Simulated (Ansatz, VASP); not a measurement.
# TaPb: VASP beside Ansatz

File INCAR:

```
PREC = Accurate
ENCUT = 600
EDIFF = 1E-6
ISMEAR = 0
SIGMA = 0.1
LREAL = False
LASPH = True
NELM = 80
ALGO = Normal
ISIF = 3
LWAVE = False
LCHARG = False
GGA = PE
IBRION = 2
NSW = 90
EDIFFG = -0.04
```

KPOINTS

```
regular mesh
0
Gamma
  6 6 6
```

The input POSCAR:

```
TaPb
1.0
    0.0000000000      2.6836385200      2.6836385200
    2.6836385200      0.0000000000      2.6836385200
    2.6836385200      2.6836385200      0.0000000000
Ta Pb
1 1
Direct
    0.0000000000      0.0000000000      0.0000000000
    0.5000000000      0.5000000000      0.5000000000
```

Input for Ansatz:

```yaml
crystal:
  lattice:
    - [0.0, 2.68363852, 2.68363852]
    - [2.68363852, 0.0, 2.68363852]
    - [2.68363852, 2.68363852, 0.0]
  atoms:
    - { symbol: Ta, position: [0.0, 0.0, 0.0] }
    - { symbol: Pb, position: [0.5, 0.5, 0.5] }
basis:
  ecutwfc: 420
kpoints:
  mp_grid: { grid: [6, 6, 6] }
hamiltonian:
  xc: pbe
scf:
  occupations: { method: gaussian, width: 0.1 }
  lower_state_search: "off"
output:
  forces: true
  stress: true
  eigenvalues: true
relax:
  adjacent_minimum: "off"
  f_tol: 0.04
  max_steps: 70
  cell: { stress_tol: 0.4 }
```

Change from the starting cell: species swapped into the TiC type (Fm-3m, No. 225).

Alike in both runs: task relaxation of cell and atoms; functional PBE; k mesh 6 × 6 × 6; occupations gaussian, width 0.1 eV; no spin polarisation.

```csv
,VASP,Ansatz
version,VASP 6.6.1,Ansatz 0.2.0
potentials or method,"VASP PAW PBE potentials, release 64 (Ta_pv, Pb_d), cutoff 600 eV","scalar-relativistic, plane waves, PAW"
valence electrons in the cell,25,27
```

```tsv
	VASP	Ansatz	Ansatz less VASP
gap on the k mesh at the Fermi level, each at its own relaxed structure (eV)	none	none	-
relaxed volume (Å³/atom)	23.97	23.91	-0.063
relaxed length of the cell vector where the two differ most in proportion (Å)	4.078	4.074	-0.0036
```

A gap of «none» marks a metal or a gap that the smearing closes. VASP's potentials hold 25 valence electrons a cell and Ansatz's 27, so a difference there can come from the potentials and not from the codes.

Neither program's run includes spin-orbit coupling. Noted on VASP's run: the volume moved by over 15 % at a fixed basis, so the end points are rough.
